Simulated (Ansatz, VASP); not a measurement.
## One calculation of SiS3, two programs

```xyz
4
Lattice="0.0000 3.1442 3.1442 3.1442 0.0000 3.1442 3.1442 3.1442 0.0000" Properties=species:S:1:pos:R:3 pbc="T T T"
Si    0.0000    0.0000    0.0000
S     1.5721    1.5721    1.5721
S     4.7163    4.7163    4.7163
S     3.1442    3.1442    3.1442
```

Change from the starting cell: species swapped into the TaW3 type (Fm-3m, No. 225).

Alike in both runs: functional PBE; k mesh 6 × 6 × 6; occupations gaussian, width 0.1 eV; no spin polarisation.

Ansatz relaxed the structure, and its values are those at the end. VASP's run is a single point on that final structure, the one shown.

|  | VASP | Ansatz |
| --- | --- | --- |
| version | VASP 6.6.1 | Ansatz 0.2.0 |
| potentials or method | VASP PAW PBE potentials, release 64 (Si, S), cutoff 500 eV | scalar-relativistic, plane waves, PAW |
| valence electrons in the cell | 22 | 22 |

|  | VASP | Ansatz | Ansatz less VASP |
| --- | --- | --- | --- |
| gap on the k mesh at the Fermi level (eV) | none | none | - |
| pressure (GPa) | -0.1 | 0.0 | +0.12 |

A gap of «none» marks a metal or a gap that the smearing closes. The functional is the same, so the differences come from potentials, cutoffs and numerics.
